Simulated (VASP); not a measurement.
# Rb3Cd (Pm-3m) in VASP: notebook

The runs below take Rb3Cd through single point, relaxation of cell and atoms, with LDA.

All numbers are computed with VASP 6.6.1; they aren't measurements. Logs are shortened: lines on timing, memory, paths and dates and some standing lists are left out, and cuts for length are marked.

## 1. The cell of the first run

The structure is cubic, space group Pm-3m (No. 221). The conventional cell has a = 5.873 Å, b = 5.873 Å, c = 5.873 Å, α = 90.00°, β = 90.00°, γ = 90.00°. Rb (site symmetry 4/mmm) has 8 Rb at 4.15 Å and 4 Cd at 4.15 Å within 5.4 Å. Cd (site symmetry m-3m) has 12 Rb at 4.15 Å within 5.4 Å.

## 2. Single point, LDA

The input, INCAR:

```
PREC = Accurate
ENCUT = 520
EDIFF = 1E-6
ISMEAR = 0
SIGMA = 0.02
LREAL = False
LASPH = True
NELM = 60
ALGO = Normal
ISIF = 2
LWAVE = False
LCHARG = False
NBANDS = 28
```

The input, KPOINTS:

```
regular mesh
0
Gamma
  4 4 4
```

The input, POSCAR:

```
Rb3Cd
1.0
    5.8729950977      0.0000000000      0.0000000000
    0.0000000000      5.8729950977      0.0000000000
    0.0000000000      0.0000000000      5.8729950977
Rb Cd
3 1
Direct
    0.0000000000      0.5000000000      0.5000000000
    0.5000000000      0.0000000000      0.5000000000
    0.5000000000      0.5000000000      0.0000000000
    0.0000000000      0.0000000000      0.0000000000
```

Potentials or basis: VASP PAW LDA potentials, release 64 (Rb_sv, Cd).

Run with:

```
cat potpaw_LDA.64/Rb_sv/POTCAR potpaw_LDA.64/Cd/POTCAR > POTCAR
mpirun -np 1 vasp_std > vasp.out
```

OUTCAR:

```text
PREC = Accurate
   ENCUT = 520
   EDIFF = 1E-6
   ISMEAR = 0
   LREAL = False
   LASPH = True
   NELM = 60
   ISIF = 2

 ion  position               nearest neighbor table
   1  0.000  0.500  0.500-   2 4.15   3 4.15   4 4.15   3 4.15   4 4.15   2 4.15   4 4.15   4 4.15
                             2 4.15   3 4.15   3 4.15   2 4.15
   2  0.500  0.000  0.500-   1 4.15   3 4.15   4 4.15   3 4.15   4 4.15   1 4.15   3 4.15   3 4.15
                             1 4.15   4 4.15   4 4.15   1 4.15
   3  0.500  0.500  0.000-   1 4.15   2 4.15   4 4.15   1 4.15   2 4.15   2 4.15   4 4.15   2 4.15
                             1 4.15   4 4.15   1 4.15   4 4.15
   4  0.000  0.000  0.000-   1 4.15   2 4.15   3 4.15   1 4.15   2 4.15   1 4.15   3 4.15   1 4.15
                             2 4.15   3 4.15   2 4.15   3 4.15

  LATTYP: Found a simple cubic cell.
 ALAT       =     5.8729950977

  Lattice vectors:

 A1 = (   5.8729950977,   0.0000000000,   0.0000000000)
 A2 = (   0.0000000000,   5.8729950977,   0.0000000000)
 A3 = (   0.0000000000,   0.0000000000,   5.8729950977)

Analysis of symmetry for initial positions (statically):
=====================================================================
 Subroutine PRICEL returns:
 Original cell was already a primitive cell.

 Routine SETGRP: Setting up the symmetry group for a
 simple cubic supercell.

 Subroutine GETGRP returns: Found 48 space group operations
 (whereof 48 operations were pure point group operations)
 out of a pool of 48 trial point group operations.

The static configuration has the point symmetry O_h .

Analysis of symmetry for dynamics (positions and initial velocities):
=====================================================================
 Subroutine PRICEL returns:
 Original cell was already a primitive cell.

 Routine SETGRP: Setting up the symmetry group for a
 simple cubic supercell.

 Subroutine GETGRP returns: Found 48 space group operations
 (whereof 48 operations were pure point group operations)
 out of a pool of 48 trial point group operations.

The dynamic configuration has the point symmetry O_h .

 Subroutine INISYM returns: Found 48 space group operations
 (whereof 48 operations are pure point group operations),
 and found     1 'primitive' translations

----------------------------------------------------------------------------------------

                                     Primitive cell

  volume of cell :     202.5718

  direct lattice vectors                    reciprocal lattice vectors
     5.872995098  0.000000000  0.000000000     0.170270873  0.000000000  0.000000000
     0.000000000  5.872995098  0.000000000     0.000000000  0.170270873  0.000000000
     0.000000000  0.000000000  5.872995098     0.000000000  0.000000000  0.170270873

  length of vectors
     5.872995098  5.872995098  5.872995098     0.170270873  0.170270873  0.170270873

  position of ions in fractional coordinates (direct lattice)
     0.000000000  0.500000000  0.500000000
     0.500000000  0.000000000  0.500000000
     0.500000000  0.500000000  0.000000000
     0.000000000  0.000000000  0.000000000

  ion indices of the primitive-cell ions
   primitive index   ion index
                 1           1
                 2           2
                 3           3
                 4           4

----------------------------------------------------------------------------------------

 KPOINTS: regular mesh

Automatic generation of k-mesh.
 Grid dimensions read from file:
 generate k-points for:    4    4    4

 Generating k-lattice:

  Cartesian coordinates                     Fractional coordinates (reciprocal lattice)
     0.042567718  0.000000000  0.000000000     0.250000000  0.000000000  0.000000000
     0.000000000  0.042567718  0.000000000     0.000000000  0.250000000  0.000000000
     0.000000000  0.000000000  0.042567718     0.000000000  0.000000000  0.250000000

  Length of vectors
     0.042567718  0.042567718  0.042567718

  Shift w.r.t. Gamma in fractional coordinates (k-lattice)
     0.000000000  0.000000000  0.000000000

 Subroutine IBZKPT returns following result:
 ===========================================

 Found     10 irreducible k-points:

 Following reciprocal coordinates:
            Coordinates               Weight
  0.000000  0.000000  0.000000      1.000000
  0.250000  0.000000  0.000000      6.000000
  0.500000  0.000000  0.000000      3.000000
  0.250000  0.250000  0.000000     12.000000
  0.500000  0.250000  0.000000     12.000000
  0.500000  0.500000  0.000000      3.000000
  0.250000  0.250000  0.250000      8.000000
  0.500000  0.250000  0.250000     12.000000
  0.500000  0.500000  0.250000      6.000000
  0.500000  0.500000  0.500000      1.000000
   k-points           NKPTS =     10   k-points in BZ     NKDIM =     10   number of bands    NBANDS=     28
   number of dos      NEDOS =    301   number of ions     NIONS =      4
   total plane-waves  NPLWV = 110592
   dimension x,y,z NGX =    48 NGY =   48 NGZ =   48
   dimension x,y,z NGXF=    96 NGYF=   96 NGZF=   96
   ions per type =               3   1
   NGX,Y,Z   is equivalent  to a cutoff of  13.59, 13.59, 13.59 a.u.
   NGXF,Y,Z  is equivalent  to a cutoff of  27.17, 27.17, 27.17 a.u.
 SYSTEM =  unknown system
   PREC   = accura    normal or accurate (medium, high low for compatibility)
   ISTART =      0    job   : 0-new  1-cont  2-samecut
   ICHARG =      2    charge: 1-file 2-atom 10-const
   ISPIN  =      1    spin polarized calculation?
   LNONCOLLINEAR =      F non collinear calculations
   LSORBIT =      F    spin-orbit coupling
   LASPH  =      T    aspherical Exc in radial PAW
   ENCUT  =  520.0 eV  38.22 Ry    6.18 a.u.  10.92 10.92 10.92*2*pi/ulx,y,z
   NELM   =     60;   NELMIN=  2; NELMDL= -5     # of ELM steps
   EDIFF  = 0.1E-05   stopping-criterion for ELM
   LREAL  =      F    real-space projection
   EDIFFG = 0.1E-04   stopping-criterion for IOM
   NSW    =      0    number of steps for IOM
   IBRION =     -1    ionic relax: 0-MD 1-quasi-New 2-CG
   NFREE  =      0    steps in history (QN), initial steepest desc. (CG)
   ISIF   =      2    stress and relaxation
   ISYM   =      2    0-nonsym 1-usesym 2-fastsym
   POTIM  = 0.5000    time-step for ionic-motion
   TEBEG  =    0.0;   TEEND  =   0.0 temperature during run
   PSTRESS=    0.0 pullay stress
   NELECT =      39.0000    total number of electrons
   NUPDOWN=      -1.0000    fix difference up-down
   EMIN   =  10.00;   EMAX   =-10.00  energy-range for DOS
   EFERMI =   0.00;   METHOD = LEGACY
   ISMEAR =     0;   SIGMA  =   0.02  broadening in eV -4-tet -1-fermi 0-gaus
   EFERMI_NEDOS =   21; number of points for ismear=-14 and -15
   IALGO  =     38    algorithm
   IMIX   =      4    mixing-type and parameters
     AMIX     =   0.40;   BMIX     =  1.00
     AMIX_MAG =   1.60;   BMIX_MAG =  1.00
  volume/ion in A,a.u.               =      50.64       341.76
  Fermi-wavevector in a.u.,A,eV,Ry     =   0.945301  1.786360 12.158081  0.893594
  Thomas-Fermi vector in A             =   2.073189
   LORBIT       =      0    0 simple, 1 ext, 2 COOP (PROOUT), +10 PAW based schemes
   GGA     = CA    functional components
   LHFCALC =     F    Hartree Fock is set to
   AEXX    =    0.0000 exact exchange contribution
   IVDW    =     0    specifies the selected vdW correction
   LEPSILON=     F    determine dielectric tensor
   LRPA    =     F    only Hartree local field effects (RPA)
 non-spin polarized calculation
 Gauss-broadening in eV      SIGMA  =   0.02
  energy-cutoff  :      520.00
  volume of cell :      202.57
 maximum number of plane-waves:      5520
 NGX is ok and might be reduce to    48
   NGX = 21   NGY = 21   NGZ = 21

 number of electron      38.9999999 magnetization

 Free energy of the ion-electron system (eV)
  ---------------------------------------------------
  ext. energy  EPLUGINS =         0.00000000
  ---------------------------------------------------
  free energy    TOTEN  =        -4.29150066 eV

  energy without entropy =       -4.28827428  energy(sigma->0) =       -4.28988747

 E-fermi :   0.8337     XC(G=0):  -7.4020

 val. band max:        0.8233148039   @ k =   0.2500   0.2500   0.0000
 cond. band min:       0.8441447730   @ k =   0.5000   0.2500   0.0000
 fundamental gap:      0.0208299691
 Fermi energy:         0.8337297885

 k-point     1 :       0.0000    0.0000    0.0000
  band No.  band energies     occupation
      1     -27.7038      2.00000
      2     -27.6496      2.00000
      3     -27.6496      2.00000
      4     -12.0863      2.00000
      5     -12.0863      2.00000
      6     -12.0863      2.00000
[... 20 lines left out ...]
     27       3.0353      0.00000
     28       4.0269      0.00000

 k-point     2 :       0.2500    0.0000    0.0000
  band No.  band energies     occupation
      1     -27.6969      2.00000
      2     -27.6565      2.00000
      3     -27.6496      2.00000
      4     -12.0563      2.00000
      5     -12.0563      2.00000
      6     -12.0386      2.00000
[... 20 lines left out ...]
     27       3.3944      0.00000
     28       4.1335      0.00000

 k-point     3 :       0.5000    0.0000    0.0000
  band No.  band energies     occupation
      1     -27.6857      2.00000
      2     -27.6676      2.00000
      3     -27.6495      2.00000
      4     -12.0176      2.00000
      5     -12.0176      2.00000
      6     -11.9345      2.00000
[... 20 lines left out ...]
     27       3.7016      0.00000
     28       4.5685      0.00000

 k-point     4 :       0.2500    0.2500    0.0000
  band No.  band energies     occupation
      1     -27.6907      2.00000
      2     -27.6586      2.00000
      3     -27.6535      2.00000
      4     -12.0899      2.00000
      5     -12.0242      2.00000
      6     -11.9520      2.00000
[... 20 lines left out ...]
     27       3.7588      0.00000
     28       4.5215      0.00000

 k-point     5 :       0.5000    0.2500    0.0000
  band No.  band energies     occupation
      1     -27.6803      2.00000
      2     -27.6676      2.00000
      3     -27.6548      2.00000
      4     -12.0785      2.00000
      5     -11.9807      2.00000
      6     -11.9589      2.00000
[... 20 lines left out ...]
     27       4.2217      0.00000
     28       4.2822      0.00000

 k-point     6 :       0.5000    0.5000    0.0000
  band No.  band energies     occupation
      1     -27.6675      2.00000
      2     -27.6675      2.00000
      3     -27.6675      2.00000
      4     -12.1142      2.00000
      5     -12.0088      2.00000
      6     -11.9206      2.00000
[... 20 lines left out ...]
     27       4.0601      0.00000
     28       4.2575      0.00000

 k-point     7 :       0.2500    0.2500    0.2500
  band No.  band energies     occupation
      1     -27.6856      2.00000
      2     -27.6585      2.00000
      3     -27.6585      2.00000
      4     -12.1494      2.00000
      5     -11.9466      2.00000
      6     -11.9466      2.00000
[... 20 lines left out ...]
     27       3.8945      0.00000
     28       4.6473      0.00000

 k-point     8 :       0.5000    0.2500    0.2500
  band No.  band energies     occupation
      1     -27.6765      2.00000
      2     -27.6675      2.00000
      3     -27.6584      2.00000
      4     -12.1699      2.00000
      5     -11.9653      2.00000
      6     -11.9414      2.00000
[... 20 lines left out ...]
     27       4.2687      0.00000
     28       4.9155      0.00000

 k-point     9 :       0.5000    0.5000    0.2500
  band No.  band energies     occupation
      1     -27.6674      2.00000
      2     -27.6674      2.00000
      3     -27.6674      2.00000
      4     -12.2189      2.00000
      5     -12.0062      2.00000
      6     -11.9511      2.00000
[... 20 lines left out ...]
     27       4.5799      0.00000
     28       4.9580      0.00000

 k-point    10 :       0.5000    0.5000    0.5000
  band No.  band energies     occupation
      1     -27.6673      2.00000
      2     -27.6673      2.00000
      3     -27.6673      2.00000
      4     -12.2845      2.00000
      5     -12.0036      2.00000
      6     -12.0036      2.00000
[... 20 lines left out ...]
     27       4.8907      0.00000
     28       4.8907      0.00000

------------------------ aborting loop because EDIFF is reached ----------------------------------------

  FORCE on cell =-STRESS in cart. coord.  units (eV):
  Direction    XX          YY          ZZ          XY          YZ          ZX
  --------------------------------------------------------------------------------------
  -------------------------------------------------------------------------------------
  Total       -0.0009838     -0.0009838     -0.0009838     -0.0000000     -0.0000000      0.0000000
  in kB       -0.0077812     -0.0077812     -0.0077812     -0.0000000     -0.0000000      0.0000000
  external PRESSURE =      -0.0077812 kB  Pullay stress =       0.0000000 kB

 VOLUME and BASIS-vectors are now :
 -----------------------------------------------------------------------------
  energy-cutoff  :      520.00
  volume of cell :      202.57
      direct lattice vectors                 reciprocal lattice vectors
     5.872995098  0.000000000  0.000000000     0.170270873  0.000000000  0.000000000
     0.000000000  5.872995098  0.000000000     0.000000000  0.170270873  0.000000000
     0.000000000  0.000000000  5.872995098     0.000000000  0.000000000  0.170270873

 POSITION                                       TOTAL-FORCE (eV/Angst)
 -----------------------------------------------------------------------------------
      0.00000      2.93650      2.93650         0.000000      0.000000      0.000000
      2.93650      0.00000      2.93650         0.000000      0.000000      0.000000
      2.93650      2.93650      0.00000         0.000000      0.000000      0.000000
      0.00000      0.00000      0.00000         0.000000      0.000000      0.000000
 -----------------------------------------------------------------------------------
    total drift:                                0.000000     -0.000000     -0.000000

  FREE ENERGIE OF THE ION-ELECTRON SYSTEM (eV)
  ---------------------------------------------------
  free  energy   TOTEN  =        -4.2915006568 eV

  energy  without entropy=       -4.2882742847  energy(sigma->0) =       -4.28988747
```

It took 22 s on 1 thread of Intel Xeon 6975P-C (Granite Rapids), shared host; peak memory 0.27 GiB.

What came out:

```yaml
Free_energy: -4.2915 eV
Pressure: 0.0 GPa
```

Levels at points of the mesh, in eV from the Fermi level:
| k point | band 15 | band 16 | band 17 | band 18 | band 19 | band 20 | band 21 | band 22 | band 23 | band 24 |
| --- | --- | --- | --- | --- | --- | --- | --- | --- | --- | --- |
| (0.00, 0.00, 0.00) | -8.60 | -8.60 | -8.60 | -4.03 | -0.75 | 1.30 | 1.30 | 1.42 | 1.42 | 1.42 |
| (0.50, 0.00, 0.00) | -8.60 | -8.59 | -8.59 | -3.43 | -1.47 | 0.68 | 0.96 | 0.96 | 2.12 | 2.30 |
| (0.50, 0.50, 0.00) | -8.60 | -8.59 | -8.59 | -3.17 | -0.56 | -0.56 | 0.30 | 0.85 | 2.45 | 2.47 |
| (0.50, 0.50, 0.50) | -8.60 | -8.59 | -8.59 | -3.23 | 0.51 | 0.51 | 0.51 | 0.61 | 0.61 | 0.61 |

## 3. Relaxation of cell and atoms, LDA

This run uses another cell than the first one, of 62.88 Å³/atom, 1.242 times its volume.

The input, INCAR:

```
PREC = Accurate
ENCUT = 600
EDIFF = 1E-6
ISMEAR = 0
SIGMA = 0.02
LREAL = False
LASPH = True
NELM = 60
ALGO = Normal
ISIF = 3
LWAVE = False
LCHARG = False
GGA = CA
IBRION = 2
NSW = 80
EDIFFG = -0.01
```

KPOINTS is that of step 2.

The input, POSCAR:

```
Rb3Cd
1.0
    6.3125020000      0.0000000000      0.0000000000
    0.0000000000      6.3125020000      0.0000000000
    0.0000000000      0.0000000000      6.3125020000
Rb Cd
3 1
Direct
    0.0000000000      0.5000000000      0.5000000000
    0.5000000000      0.0000000000      0.5000000000
    0.5000000000      0.5000000000      0.0000000000
    0.0000000000      0.0000000000      0.0000000000
```

Potentials or basis: VASP PAW LDA potentials, release 64 (Rb_sv, Cd).

Run with:

```
cat potpaw_LDA.64/Rb_sv/POTCAR potpaw_LDA.64/Cd/POTCAR > POTCAR
mpirun -np 1 vasp_std > vasp.out
```

It took 4.6 min on 1 thread of Intel Xeon Platinum 8259CL at 2.50GHz (Skylake/Cascade Lake), shared host; peak memory 0.32 GiB.

Results (log left out):

| Item | Value |
| --- | --- |
| Free energy | -4.2944 eV |
| Relaxed volume | 50.58 Å³/atom |
| Relaxed cell | a = 5.871 Å, b = 5.871 Å, c = 5.871 Å, α = 90.00°, β = 90.00°, γ = 90.00° |
| Space group after relaxing (to 0.05 Å) | Pm-3m (No. 221) |
| Energy gained by relaxing | 38.5 meV/atom |
| Ionic steps | 6 |
| Pressure after relaxing | 0.0 GPa |

The path:
```tsv
step	energy change (eV)	largest force (eV/Å)	pressure (GPa)	volume (Å³)
1	0.0000	0.0000	-0.82	251.54
2	-0.0554	0.0000	-0.71	240.04
3	-0.1349	0.0000	-0.38	217.49
4	-0.0756	0.0000	1.10	176.72
5	-0.1534	0.0000	-0.07	204.81
6	-0.1540	0.0000	0.00	202.32
```

Final structure:
```
CELL_PARAMETERS angstrom
5.87059 0.00000 0.00000
0.00000 5.87059 0.00000
0.00000 0.00000 5.87059
ATOMIC_POSITIONS crystal
Rb 0.00000 0.50000 0.50000
Rb 0.50000 0.00000 0.50000
Rb 0.50000 0.50000 0.00000
Cd 0.00000 0.00000 0.00000
```

Levels at points of the mesh, in eV from the Fermi level:
```tsv
k point	band 17	band 18	band 19	band 20	band 21	band 22
(0.00, 0.00, 0.00)	-8.60	-4.03	-0.75	1.29	1.29	1.42
(0.50, 0.00, 0.00)	-8.59	-3.43	-1.47	0.68	0.96	0.96
(0.50, 0.50, 0.00)	-8.59	-3.17	-0.56	-0.56	0.30	0.85
(0.50, 0.50, 0.50)	-8.59	-3.24	0.51	0.51	0.51	0.61
```

Caveat: the volume moved by over 15 % at a fixed basis, so the end points are rough.
